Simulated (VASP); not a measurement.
# BN in VASP: further runs

The runs below take BN through single point, relaxation of the atoms, with PBE+D3(BJ).

All numbers are computed with VASP 6.6.1; they aren't measurements. Logs are shortened: lines on timing, memory, paths and dates and some standing lists are left out, and cuts for length are marked.

## 1. The cell of the first run

The cell holds a slab with vacuum, 4 atoms: a = 2.509 Å, b = 2.509 Å, c = 32.600 Å, α = 90.00°, β = 90.00°, γ = 120.00°.

## 2. Single point, PBE+D3(BJ)

The input, INCAR:

```
  ALGO = Normal
  DIPOL = 0.5 0.5 0.500
  EDIFF = 1E-6
  ENCUT = 520
  GGA = PE
  IDIPOL = 3
  ISIF = 2
  ISMEAR = 0
  IVDW = 12
  LASPH = True
  LCHARG = True
  LDIPOL = True
  LELF = True
  LREAL = False
  LVACPOTAV = True
  LVHAR = True
  LWAVE = False
  NBANDS = 16
  NELM = 80
  PREC = Accurate
  SIGMA = 0.02
```

The input, KPOINTS:

```
k-points
0
Gamma
  12 12 1
```

The input, POSCAR:

```
BN
1.0
    2.5087620658      0.0000000000      0.0000000000
   -1.2543810329      2.1726516810      0.0000000000
    0.0000000000      0.0000000000     32.6000000000
B N
2 2
Direct
    0.0000000000      0.0000000000      0.4482820818
    0.0000000000      0.0000000000      0.5517179182
    0.6666666667      0.3333333333      0.4482483828
    0.3333333333      0.6666666667      0.5517516172
```

Potentials or basis: VASP PAW PBE potentials, release 64 (B, N).

On the command line:

```
cat potpaw_PBE.64/B/POTCAR potpaw_PBE.64/N/POTCAR > POTCAR
mpirun -np 1 vasp_std > vasp.out
```

OUTCAR:

```text
EDIFF = 1E-6
   ENCUT = 520
   GGA = PE
   ISIF = 2
   ISMEAR = 0
   IVDW = 12
   LASPH = True
   LREAL = False
   NELM = 80
   PREC = Accurate
 IVDW          = 12

 ion  position               nearest neighbor table
   1  0.000  0.000  0.448-   3 1.45   3 1.45   3 1.45
   2  0.000  0.000  0.552-   4 1.45   4 1.45   4 1.45
   3  0.667  0.333  0.448-   1 1.45   1 1.45   1 1.45
   4  0.333  0.667  0.552-   2 1.45   2 1.45   2 1.45

  LATTYP: Found a hexagonal cell.
 ALAT       =     2.5087620658
 C/A-ratio  =    12.9944566862

  Lattice vectors:

 A1 = (   2.5087620658,   0.0000000000,   0.0000000000)
 A2 = (  -1.2543810329,   2.1726516810,   0.0000000000)
 A3 = (   0.0000000000,   0.0000000000,  32.6000000000)

Analysis of symmetry for initial positions (statically):
=====================================================================
 Subroutine PRICEL returns:
 Original cell was already a primitive cell.

 Routine SETGRP: Setting up the symmetry group for a
 hexagonal supercell.

 Subroutine GETGRP returns: Found 12 space group operations
 (whereof 12 operations were pure point group operations)
 out of a pool of 24 trial point group operations.

The static configuration has the point symmetry D_3d.

Analysis of symmetry for dynamics (positions and initial velocities):
=====================================================================
 Subroutine PRICEL returns:
 Original cell was already a primitive cell.

 Routine SETGRP: Setting up the symmetry group for a
 hexagonal supercell.

 Subroutine GETGRP returns: Found 12 space group operations
 (whereof 12 operations were pure point group operations)
 out of a pool of 24 trial point group operations.

The dynamic configuration has the point symmetry D_3d.

 Subroutine INISYM returns: Found 12 space group operations
 (whereof 12 operations are pure point group operations),
 and found     1 'primitive' translations

----------------------------------------------------------------------------------------

                                     Primitive cell

  volume of cell :     177.6917

  direct lattice vectors                    reciprocal lattice vectors
     2.508762066  0.000000000  0.000000000     0.398602966  0.230133530  0.000000000
    -1.254381033  2.172651681  0.000000000     0.000000000  0.460267059  0.000000000
     0.000000000  0.000000000 32.600000000     0.000000000  0.000000000  0.030674847

  length of vectors
     2.508762066  2.508762066 32.600000000     0.460267059  0.460267059  0.030674847

  position of ions in fractional coordinates (direct lattice)
     0.000000000  0.000000000  0.448282082
     0.000000000  0.000000000  0.551717918
     0.666666667  0.333333333  0.448248383
     0.333333333  0.666666667  0.551751617

  ion indices of the primitive-cell ions
   primitive index   ion index
                 1           1
                 2           2
                 3           3
                 4           4

----------------------------------------------------------------------------------------

 KPOINTS: k-points

Automatic generation of k-mesh.
 Grid dimensions read from file:
 generate k-points for:   12   12    1

 Generating k-lattice:

  Cartesian coordinates                     Fractional coordinates (reciprocal lattice)
     0.033216914  0.019177794  0.000000000     0.083333333  0.000000000  0.000000000
     0.000000000  0.038355588  0.000000000     0.000000000  0.083333333  0.000000000
     0.000000000  0.000000000  0.030674847     0.000000000  0.000000000  1.000000000

  Length of vectors
     0.038355588  0.038355588  0.030674847

  Shift w.r.t. Gamma in fractional coordinates (k-lattice)
     0.000000000  0.000000000  0.000000000

 Subroutine IBZKPT returns following result:
 ===========================================

 Found     19 irreducible k-points:

 Following reciprocal coordinates:
            Coordinates               Weight
  0.000000  0.000000  0.000000      1.000000
  0.083333 -0.000000  0.000000      6.000000
  0.166667  0.000000  0.000000      6.000000
  0.250000  0.000000  0.000000      6.000000
  0.333333  0.000000  0.000000      6.000000
  0.416667  0.000000  0.000000      6.000000
[... 11 lines left out ...]
  0.333333  0.250000  0.000000     12.000000
  0.333333  0.333333  0.000000      2.000000
   k-points           NKPTS =     19   k-points in BZ     NKDIM =     19   number of bands    NBANDS=     16
   number of dos      NEDOS =    301   number of ions     NIONS =      4
   total plane-waves  NPLWV = 100000
   dimension x,y,z NGX =    20 NGY =   20 NGZ =  250
   dimension x,y,z NGXF=    40 NGYF=   40 NGZF=  500
   ions per type =               2   2
   NGX,Y,Z   is equivalent  to a cutoff of  13.25, 13.25, 12.75 a.u.
   NGXF,Y,Z  is equivalent  to a cutoff of  26.51, 26.51, 25.50 a.u.
 SYSTEM =  unknown system
   PREC   = accura    normal or accurate (medium, high low for compatibility)
   ISTART =      0    job   : 0-new  1-cont  2-samecut
   ICHARG =      2    charge: 1-file 2-atom 10-const
   ISPIN  =      1    spin polarized calculation?
   LNONCOLLINEAR =      F non collinear calculations
   LSORBIT =      F    spin-orbit coupling
   LASPH  =      T    aspherical Exc in radial PAW
   ENCUT  =  520.0 eV  38.22 Ry    6.18 a.u.   4.66  4.66 60.61*2*pi/ulx,y,z
   NELM   =     80;   NELMIN=  2; NELMDL= -5     # of ELM steps
   EDIFF  = 0.1E-05   stopping-criterion for ELM
   LREAL  =      F    real-space projection
   EDIFFG = 0.1E-04   stopping-criterion for IOM
   NSW    =      0    number of steps for IOM
   IBRION =     -1    ionic relax: 0-MD 1-quasi-New 2-CG
   NFREE  =      0    steps in history (QN), initial steepest desc. (CG)
   ISIF   =      2    stress and relaxation
   ISYM   =      2    0-nonsym 1-usesym 2-fastsym
   POTIM  = 0.5000    time-step for ionic-motion
   TEBEG  =    0.0;   TEEND  =   0.0 temperature during run
   PSTRESS=    0.0 pullay stress
   NELECT =      16.0000    total number of electrons
   NUPDOWN=      -1.0000    fix difference up-down
   EMIN   =  10.00;   EMAX   =-10.00  energy-range for DOS
   EFERMI =   0.00;   METHOD = LEGACY
   ISMEAR =     0;   SIGMA  =   0.02  broadening in eV -4-tet -1-fermi 0-gaus
   EFERMI_NEDOS =   21; number of points for ismear=-14 and -15
   IALGO  =     38    algorithm
   IMIX   =      4    mixing-type and parameters
     AMIX     =   0.40;   BMIX     =  1.00
     AMIX_MAG =   1.60;   BMIX_MAG =  1.00
  volume/ion in A,a.u.               =      44.42       299.78
  Fermi-wavevector in a.u.,A,eV,Ry     =   0.733769  1.386622  7.325598  0.538416
  Thomas-Fermi vector in A             =   1.826558
   LORBIT       =      0    0 simple, 1 ext, 2 COOP (PROOUT), +10 PAW based schemes
   GGA     = PE    functional components
   LHFCALC =     F    Hartree Fock is set to
   AEXX    =    0.0000 exact exchange contribution
   IVDW    =    12    specifies the selected vdW correction
   LEPSILON=     F    determine dielectric tensor
   LRPA    =     F    only Hartree local field effects (RPA)
 non-spin polarized calculation
 Gauss-broadening in eV      SIGMA  =   0.02
  energy-cutoff  :      520.00
  volume of cell :      177.69
 maximum number of plane-waves:      4825
 NGX is ok and might be reduce to    20
   NGX =  9   NGY =  9   NGZ =121

 number of electron      15.9999998 magnetization

 dipolmoment           0.000000      0.000000      0.000000 electrons x Angstroem

 Free energy of the ion-electron system (eV)
  ---------------------------------------------------
  ext. energy  EPLUGINS =         0.00000000
  ---------------------------------------------------
  free energy    TOTEN  =       -35.17983868 eV

  energy without entropy =      -35.17983868  energy(sigma->0) =      -35.17983868

 E-fermi :  -4.0298     XC(G=0):  -2.3585

 val. band max:       -4.1928798054   @ k =   0.3333   0.3333   0.0000
 cond. band min:      -0.0463432256   @ k =   0.3333   0.3333   0.0000
 fundamental gap:      4.1465365798
 Fermi energy:        -4.0298170433

 k-point     1 :       0.0000    0.0000    0.0000
  band No.  band energies     occupation
      1     -21.8858      2.00000
      2     -21.7563      2.00000
      3      -9.8797      2.00000
      4      -8.9135      2.00000
      5      -5.5289      2.00000
      6      -5.5289      2.00000
[... 8 lines left out ...]
     15       2.8664      0.00000
     16       3.8178      0.00000

 k-point     2 :       0.0833   -0.0000    0.0000
  band No.  band energies     occupation
      1     -21.7515      2.00000
      2     -21.6242      2.00000
      3      -9.6971      2.00000
      4      -8.7407      2.00000
      5      -6.0936      2.00000
      6      -6.0771      2.00000
[... 8 lines left out ...]
     15       3.0822      0.00000
     16       4.0091      0.00000

 k-point     3 :       0.1667    0.0000    0.0000
  band No.  band energies     occupation
      1     -21.3563      2.00000
      2     -21.2355      2.00000
      3      -9.1577      2.00000
      4      -8.2358      2.00000
      5      -7.5073      2.00000
      6      -7.4688      2.00000
[... 8 lines left out ...]
     15       3.6767      0.00000
     16       4.4939      0.00000

 k-point     4 :       0.2500    0.0000    0.0000
  band No.  band energies     occupation
      1     -20.7270      2.00000
      2     -20.6177      2.00000
      3      -9.3072      2.00000
      4      -9.2515      2.00000
      5      -8.2735      2.00000
      6      -7.4116      2.00000
[... 8 lines left out ...]
     15       4.6048      0.00000
     16       5.0498      0.00000

 k-point     5 :       0.3333    0.0000    0.0000
  band No.  band energies     occupation
      1     -19.9318      2.00000
      2     -19.8404      2.00000
      3     -11.0844      2.00000
      4     -11.0133      2.00000
      5      -7.7714      2.00000
      6      -7.7454      2.00000
[... 8 lines left out ...]
     15       5.5628      0.00000
     16       6.0320      0.00000

 k-point     6 :       0.4167    0.0000    0.0000
  band No.  band energies     occupation
      1     -19.1453      2.00000
      2     -19.0823      2.00000
      3     -12.5086      2.00000
      4     -12.4235      2.00000
      5      -8.1809      2.00000
      6      -8.1534      2.00000
[... 8 lines left out ...]
     15       7.1877      0.00000
     16       7.4266      0.00000
[... 172 lines left out ...]
 k-point    16 :       0.4167    0.1667    0.0000
  band No.  band energies     occupation
      1     -18.5235      2.00000
      2     -18.4936      2.00000
      3     -12.7716      2.00000
      4     -12.6949      2.00000
      5      -9.6819      2.00000
      6      -9.6265      2.00000
[... 8 lines left out ...]
     15       9.3469      0.00000
     16       9.4210      0.00000

 k-point    17 :       0.2500    0.2500    0.0000
  band No.  band energies     occupation
      1     -18.9005      2.00000
      2     -18.8402      2.00000
      3     -11.7778      2.00000
      4     -11.7598      2.00000
      5     -10.0780      2.00000
      6     -10.0202      2.00000
[... 8 lines left out ...]
     15       7.9169      0.00000
     16       8.4301      0.00000

 k-point    18 :       0.3333    0.2500    0.0000
  band No.  band energies     occupation
      1     -18.3798      2.00000
      2     -18.3509      2.00000
      3     -12.3041      2.00000
      4     -12.2581      2.00000
      5     -10.6973      2.00000
      6     -10.6189      2.00000
[... 8 lines left out ...]
     15       9.6459      0.00000
     16       9.8185      0.00000

 k-point    19 :       0.3333    0.3333    0.0000
  band No.  band energies     occupation
      1     -18.1729      2.00000
      2     -18.1729      2.00000
      3     -12.0614      2.00000
      4     -12.0614      2.00000
      5     -11.4063      2.00000
      6     -11.2823      2.00000
[... 8 lines left out ...]
     15      10.4742      0.00000
     16      10.4742      0.00000

------------------------ aborting loop because EDIFF is reached ----------------------------------------

 Edisp (eV)   -0.41952

 E8    (eV) :    -0.1293

  FORCE on cell =-STRESS in cart. coord.  units (eV):
  Direction    XX          YY          ZZ          XY          YZ          ZX
  --------------------------------------------------------------------------------------
  -------------------------------------------------------------------------------------
  Total      -0.09201    -0.09201    -0.03232     0.00000     0.00000    -0.00000
  in kB      -0.82960    -0.82960    -0.29143     0.00000     0.00000    -0.00000
  external pressure =       -0.65 kB  Pullay stress =        0.00 kB

 VOLUME and BASIS-vectors are now :
 -----------------------------------------------------------------------------
  energy-cutoff  :      520.00
  volume of cell :      177.69
      direct lattice vectors                 reciprocal lattice vectors
     2.508762066  0.000000000  0.000000000     0.398602966  0.230133530  0.000000000
    -1.254381033  2.172651681  0.000000000     0.000000000  0.460267059  0.000000000
     0.000000000  0.000000000 32.600000000     0.000000000  0.000000000  0.030674847

 POSITION                                       TOTAL-FORCE (eV/Angst)
 -----------------------------------------------------------------------------------
      0.00000      0.00000     14.61400        -0.000000     -0.000000     -0.003828
      0.00000      0.00000     17.98600         0.000000      0.000000      0.003828
      1.25438      0.72422     14.61290        -0.000000      0.000000      0.002529
     -0.00000      1.44843     17.98710         0.000000      0.000000     -0.002529
 -----------------------------------------------------------------------------------
    total drift:                                0.000000      0.000000      0.000000

  FREE ENERGIE OF THE ION-ELECTRON SYSTEM (eV)
  ---------------------------------------------------
  free  energy   TOTEN  =       -35.5993544115 eV

  energy  without entropy=      -35.5993544115  energy(sigma->0) =      -35.59935441

 vacuum level on the upper side and lower side of the slab         1.649         1.649
```

It took 51 s on 1 thread of AMD EPYC 9R45 (Zen 5), shared host; peak memory 0.28 GiB.

Results:

* Free energy: -35.5994 eV
* Largest force: 0.004 eV/Å
* Band gap on the k mesh: 4.15 eV
* Dispersion energy per atom: -0.105 eV

Forces in eV/Å, atoms in the order of the input:
```
B    0.000  0.000 -0.004
B    0.000  0.000  0.004
N    0.000  0.000  0.003
N    0.000  0.000 -0.003
```

## 3. Single point, PBE+D3(BJ)

The input, INCAR:

```
SYSTEM = BN
PREC = Accurate
ENCUT = 520
EDIFF = 1E-6
ISMEAR = 0
SIGMA = 0.02
LREAL = .FALSE.
LASPH = .TRUE.
NELM = 60
ALGO = Normal
ISIF = 2
LWAVE = .FALSE.
LCHARG = .FALSE.
LDIPOL = .TRUE.
IDIPOL = 3
DIPOL = 0.5 0.5 0.500
GGA = PE
IVDW = 12
NBANDS = 16
```

The input, KPOINTS:

```
regular mesh
0
G
  12 12 1
  0 0 0
```

The input, POSCAR:

```
BN
1.0
    2.5087620658      0.0000000000      0.0000000000
   -1.2543810329      2.1726516810      0.0000000000
    0.0000000000      0.0000000000     32.6000000000
B N
2 2
Direct
    0.0000000000      0.0000000000      0.4450891454
    0.3333333333      0.6666666667      0.5549108546
    0.6666666667      0.3333333333      0.4450584344
    0.6666666667      0.3333333333      0.5549415656
```

Potentials or basis: VASP PAW PBE potentials, release 64 (B, N).

On the command line:

```
cat potpaw_PBE.64/B/POTCAR potpaw_PBE.64/N/POTCAR > POTCAR
mpirun -np 1 vasp_std > vasp.out
```

It took 48 s on 1 thread of AMD EPYC 9R45 (Zen 5), shared host; peak memory 0.28 GiB.

The run converged. Its results:

```
Free energy                : -35.5843 eV
Largest force              : 0.008 eV/Å
Band gap on the k mesh     : 4.20 eV (least direct gap 4.48 eV)
Dispersion energy per atom : -0.101 eV
```

Forces on the atoms (eV/Å):
```
B    0.000  0.000 -0.008
B    0.000  0.000  0.008
N    0.000  0.000  0.006
N    0.000  0.000 -0.006
```

Levels at points of the mesh, in eV from the valence-band top:
```tsv
k point	band 4	band 5	band 6	band 7	band 8	band 9	band 10	band 11	band 12	band 13
(0.00, 0.00, 0.00)	-5.02	-1.51	-1.51	-1.50	-1.50	4.57	5.09	5.65	5.91	6.13
(0.50, 0.00, 0.00)	-8.99	-4.30	-4.28	-1.25	-0.88	4.20	5.05	9.37	9.70	12.24
```

## 4. Single point, PBE+D3(BJ)

The input, INCAR:

```
PREC = Accurate
ENCUT = 520
EDIFF = 1E-6
ISMEAR = 0
SIGMA = 0.02
LREAL = False
LASPH = True
NELM = 60
ALGO = Normal
ISIF = 2
LWAVE = False
LCHARG = True
LDIPOL = True
IDIPOL = 3
DIPOL = 0.5 0.5 0.500
GGA = PE
IVDW = 12
LELF = True
LVHAR = True
LVACPOTAV = True
NBANDS = 16
```

The input, KPOINTS:

```
Automatic mesh
0
Gamma
  12 12 1
```

The input, POSCAR:

```
BN
1.0
    2.5087620658      0.0000000000      0.0000000000
   -1.2543810329      2.1726516810      0.0000000000
    0.0000000000      0.0000000000     32.6000000000
B N
2 2
Direct
    0.0000000000      0.0000000000      0.4483816760
    0.6666666667      0.3333333333      0.5516183240
    0.6666666667      0.3333333333      0.4483290092
    0.0000000000      0.0000000000      0.5516709908
```

On the command line:

```
cat potpaw_PBE.64/B/POTCAR potpaw_PBE.64/N/POTCAR > POTCAR
mpirun -np 1 vasp_std > vasp.out
```

Run time: 45 s. Hardware: 1 thread of AMD EPYC 9R45 (Zen 5), shared host; peak memory 0.28 GiB.

The run converged. Its results:

```
Free energy                : -35.6023 eV
Largest force              : 0.005 eV/Å
Band gap on the k mesh     : 4.50 eV (least direct gap 4.72 eV)
Dispersion energy per atom : -0.105 eV
```

Forces in eV/Å, atoms in the order of the input:
```
B    0.000  0.000 -0.002
B    0.000  0.000  0.002
N    0.000  0.000  0.005
N    0.000  0.000 -0.005
```

Levels at points of the mesh, in eV from the valence-band top:
| k point | band 4 | band 5 | band 6 | band 7 | band 8 | band 9 | band 10 | band 11 | band 12 | band 13 |
| --- | --- | --- | --- | --- | --- | --- | --- | --- | --- | --- |
| (0.00, 0.00, 0.00) | -4.69 | -1.32 | -1.32 | -1.31 | -1.31 | 4.83 | 5.32 | 5.84 | 6.05 | 6.36 |
| (0.50, 0.00, 0.00) | -8.83 | -4.11 | -4.08 | -1.13 | -0.65 | 4.50 | 5.15 | 9.64 | 9.87 | 12.57 |

[end of part 1 of 2]
